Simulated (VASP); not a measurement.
# BaS (Fm-3m) in VASP: a series of runs, part 2 of 3

VASP 6.6.1. The steps go on from the part before.

## (3) Relaxation of cell and atoms, PBEsol, target pressure 10 GPa, at which the enthalpy is minimised

The input, INCAR:

```
SYSTEM = BaS
PREC = Accurate ; ENCUT = 600
EDIFF = 1E-7 ; ISMEAR = 0
SIGMA = 0.01 ; LREAL = .False.
LASPH = .True. ; NELM = 100
ALGO = Normal ; ISIF = 3
LWAVE = .False. ; LCHARG = .False.
GGA = PS ; IBRION = 2
NSW = 100 ; EDIFFG = -0.002
PSTRESS = 100.0
```

The input, KPOINTS:

```
Automatic mesh
0
Gamma
  8 8 8
  0 0 0
```

The input, POSCAR:

```
BaS
1.0
    0.0000000000      3.1662959514      3.1662959514
    3.1662959514      0.0000000000      3.1662959514
    3.1662959514      3.1662959514      0.0000000000
Ba S
1 1
Direct
    0.0000000000      0.0000000000      0.0000000000
    0.5000000000      0.5000000000      0.5000000000
```

Potentials or basis: VASP PAW PBE potentials, release 64 (Ba_sv, S).

Command:

```console
cat potpaw_PBE.64/Ba_sv/POTCAR potpaw_PBE.64/S/POTCAR > POTCAR
mpirun -np 1 vasp_std > vasp.out
```

Wall time 2 min (1 thread of AMD EPYC 7R43 (Zen 3), shared host); peak memory 0.19 GiB.

The run converged. Its results:

```
Free energy                                            : -10.4709 eV
Relaxed volume                                         : 27.61 Å³/atom
Relaxed cell                                           : a = 4.275 Å, b = 4.275 Å, c = 4.275 Å, α = 60.00°, β = 60.00°, γ = 60.00°
Space group after relaxing (to 0.05 Å)                 : Fm-3m (No. 225)
Energy change on relaxing (the enthalpy is what falls) : +123.3 meV/atom
Ionic steps                                            : 7
Pressure after relaxing                                : 10.0 GPa
Band gap on the k mesh                                 : 1.60 eV, indirect (least direct gap 1.61 eV)
```

Step by step:
```tsv
step	energy change (eV)	largest force (eV/Å)	pressure (GPa)	volume (Å³)
1	0.0000	0.0000	0.68	63.49
2	1.0247	0.0000	26.19	47.98
3	0.2340	0.0000	9.65	55.43
4	0.2458	0.0000	9.98	55.24
5	0.2557	0.0000	10.23	55.08
6	0.2381	0.0000	9.77	55.36
7	0.2466	0.0000	10.00	55.23
```

Final structure:
```
Ba S
1.0
     0.00000    3.02254    3.02254
     3.02254    0.00000    3.02254
     3.02254    3.02254    0.00000
Ba S
1 1
Direct
  0.00000 0.00000 0.00000
  0.50000 0.50000 0.50000
```

Levels at points of the mesh, in eV from the valence-band top:
| k point | band 6 | band 7 | band 8 | band 9 | band 10 | band 11 |
| --- | --- | --- | --- | --- | --- | --- |
| (0.00, 0.00, 0.00) | 0.00 | 0.00 | 0.00 | 3.72 | 3.72 | 3.72 |
| (0.50, 0.00, 0.00) | -2.39 | -1.48 | -1.48 | 6.01 | 6.02 | 6.87 |
| (0.50, 0.50, 0.00) | -0.25 | -0.01 | -0.01 | 1.60 | 6.28 | 7.00 |

Caveat: the cell is relaxed towards a set pressure, so the enthalpy falls and the energy may rise; the PAW data sets were made with another functional, which shifts forces and pressure a little; spin-orbit coupling is left out, which moves the levels of the heavy elements. A k mesh can miss the band edges.

## (4) Relaxation of cell and atoms, PBEsol, target pressure 15 GPa, at which the enthalpy is minimised

The input, INCAR:

```
ALGO = Normal
EDIFF = 1E-7
EDIFFG = -0.002
ENCUT = 600
GGA = PS
IBRION = 2
ISIF = 3
ISMEAR = 0
LASPH = T
LCHARG = F
LREAL = F
LWAVE = F
NELM = 80
NSW = 100
PREC = Accurate
PSTRESS = 150.0
SIGMA = 0.01
```

The input, KPOINTS:

```
k-points
0
Gamma
  8 8 8
```

POSCAR is that of step 3.

Potentials or basis: VASP PAW PBE potentials, release 64 (Ba_sv, S).

Command:

```console
cat potpaw_PBE.64/Ba_sv/POTCAR potpaw_PBE.64/S/POTCAR > POTCAR
mpirun -np 1 vasp_std > vasp.out
```

OUTCAR:

```text
EDIFF = 1E-7
   EDIFFG = -0.002
   ENCUT = 600
   GGA = PS
   IBRION = 2
   ISIF = 3
   ISMEAR = 0
   LASPH = T
   LREAL = F
   NELM = 80
   NSW = 100
   PREC = Accurate
   PSTRESS = 150.0

 ion  position               nearest neighbor table
   1  0.000  0.000  0.000-   2 3.17   2 3.17   2 3.17   2 3.17   2 3.17   2 3.17
   2  0.500  0.500  0.500-   1 3.17   1 3.17   1 3.17   1 3.17   1 3.17   1 3.17

  LATTYP: Found a face centered cubic cell.
 ALAT       =     6.3325919028

  Lattice vectors:

 A1 = (   0.0000000000,   3.1662959514,   3.1662959514)
 A2 = (   3.1662959514,   0.0000000000,   3.1662959514)
 A3 = (   3.1662959514,   3.1662959514,   0.0000000000)

Analysis of symmetry for initial positions (statically):
=====================================================================
 Subroutine PRICEL returns:
 Original cell was already a primitive cell.
[... 162 lines left out ...]

 number of electron      15.9999999 magnetization

 Free energy of the ion-electron system (eV)
  ---------------------------------------------------
  ext. energy  EPLUGINS =         0.00000000
  ---------------------------------------------------
  free energy    TOTEN  =       -10.71752963 eV

  energy without entropy =      -10.71752963  energy(sigma->0) =      -10.71752963

 E-fermi :   1.5804     XC(G=0):  -8.9316

 val. band max:        1.4790440352   @ k =   0.0000   0.0000   0.0000
 cond. band min:       3.4127264815   @ k =   0.5000   0.5000   0.0000
 fundamental gap:      1.9336824463
 Fermi energy:         1.5804076883
[... 956 lines left out ...]
--------------------------------------- Ionic step        7  -------------------------------------------

 number of electron      16.0000000 magnetization

 Free energy of the ion-electron system (eV)
  ---------------------------------------------------
  ext. energy  EPLUGINS =         0.00000000
  ---------------------------------------------------
  free energy    TOTEN  =       -10.25564265 eV

  energy without entropy =      -10.25564265  energy(sigma->0) =      -10.25564265

 E-fermi :   2.7745     XC(G=0):  -9.7623

 val. band max:        2.7032827298   @ k =   0.5000   0.5000   0.0000
 cond. band min:       4.0885141728   @ k =   0.5000   0.5000   0.0000
 fundamental gap:      1.3852314430
 Fermi energy:         2.7745409075
[... 393 lines left out ...]
  energy  without entropy=      -10.2556426492  energy(sigma->0) =      -10.25564265

  enthalpy is  TOTEN    =        -5.3457260515 eV   P V=        4.9099165977

 reached required accuracy - stopping structural energy minimisation
```

CONTCAR:

```text
BaS
   1.00000000000000
     0.0000000000000000    2.9708984982543094    2.9708984982543098
     2.9708984982543094   -0.0000000000000000    2.9708984982543098
     2.9708984982543094    2.9708984982543094    0.0000000000000000
  Ba              S
     1     1
Direct
     0.0000000000000000    0.0000000000000000    0.0000000000000000
     0.5000000000000000    0.5000000000000000    0.5000000000000000

  0.00000000E+00  0.00000000E+00  0.00000000E+00
  0.00000000E+00  0.00000000E+00  0.00000000E+00
```

Run time: 2.4 min. Hardware: 1 thread of AMD EPYC 7R43 (Zen 3), shared host; peak memory 0.19 GiB.

Results:

| Quantity | Value |
| --- | --- |
| Free energy | -10.2556 eV |
| Relaxed volume | 26.22 Å³/atom |
| Relaxed cell | a = 4.201 Å, b = 4.201 Å, c = 4.201 Å, α = 60.00°, β = 60.00°, γ = 60.00° |
| Space group after relaxing (to 0.05 Å) | Fm-3m (No. 225) |
| Energy change on relaxing (the enthalpy is what falls) | +230.9 meV/atom |
| Ionic steps | 7 |
| Pressure after relaxing | 15.0 GPa |
| Band gap on the k mesh | 1.39 eV, direct |

Step by step:
| step | energy change (eV) | largest force (eV/Å) | pressure (GPa) | volume (Å³) |
| --- | --- | --- | --- | --- |
| 1 | 0.0000 | 0.0000 | 0.68 | 63.49 |
| 2 | 2.8057 | 0.0000 | 55.94 | 40.82 |
| 3 | 0.3926 | 0.0000 | 13.47 | 53.22 |
| 4 | 0.4476 | 0.0000 | 14.69 | 52.60 |
| 5 | 0.4665 | 0.0000 | 15.11 | 52.39 |
| 6 | 0.4555 | 0.0000 | 14.86 | 52.51 |
| 7 | 0.4619 | 0.0000 | 15.00 | 52.44 |

Final structure:
```yaml
crystal:
  lattice:
    - [0.00000, 2.97090, 2.97090]
    - [2.97090, 0.00000, 2.97090]
    - [2.97090, 2.97090, 0.00000]
  atoms:
    - { symbol: Ba, position: [0.00000, 0.00000, 0.00000] }
    - { symbol: S, position: [0.50000, 0.50000, 0.50000] }
```

Levels at points of the mesh, in eV from the valence-band top:
```csv
k point,band 5,band 6,band 7,band 8,band 9,band 10,band 11,band 12
"(0.00, 0.00, 0.00)",-10.52,-0.05,-0.05,-0.05,3.61,3.61,3.61,4.51
"(0.50, 0.00, 0.00)",-8.32,-2.58,-1.68,-1.68,6.09,6.14,7.00,7.00
"(0.50, 0.50, 0.00)",-10.78,-0.16,0.00,0.00,1.39,6.33,7.32,8.60
```

Caveat: the cell is relaxed towards a set pressure, so the enthalpy falls and the energy may rise; the volume moved by over 15 % at a fixed basis, so the end points are rough; the PAW data sets were made with another functional, which shifts forces and pressure a little; spin-orbit coupling is left out, which moves the levels of the heavy elements. A k mesh can miss the band edges.

(Continued in part 3 of 3.)
